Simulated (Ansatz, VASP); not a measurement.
## Si5N in VASP and in Ansatz

```
Si N
1.0
     3.62370   -3.09730    0.00910
     3.62370    3.09730    0.00910
    -0.33430    0.00000    4.46489
Si N
5 1
Direct
  0.45283 0.97033 0.07004
  0.97033 0.45283 0.07004
  0.16193 0.78364 0.39485
  0.78364 0.16193 0.39485
  0.50858 0.50858 0.75002
  0.28361 0.28361 0.89655
```

Alike in both runs: functional PBE; k mesh 8 × 8 × 8; occupations gaussian, width 0.1 eV; no spin polarisation.

Ansatz relaxed the structure, and its values are those at the end. VASP's run is a single point on that final structure, the one shown.

```csv
,VASP,Ansatz
version,VASP 6.6.1,Ansatz 0.2.0
potentials or method,"VASP PAW PBE potentials, release 64 (Si, N), cutoff 520 eV","scalar-relativistic, plane waves, PAW"
valence electrons in the cell,25,25
```

```csv
,VASP,Ansatz,Ansatz less VASP
gap on the k mesh at the Fermi level (eV),none,none,-
pressure (GPa),-0.1,0.0,+0.09
rms of the force components (eV/Å),0.005,0.002,-0.0035
```

A gap of «none» marks a metal or a gap that the smearing closes. The functional is the same, so the differences come from potentials, cutoffs and numerics.
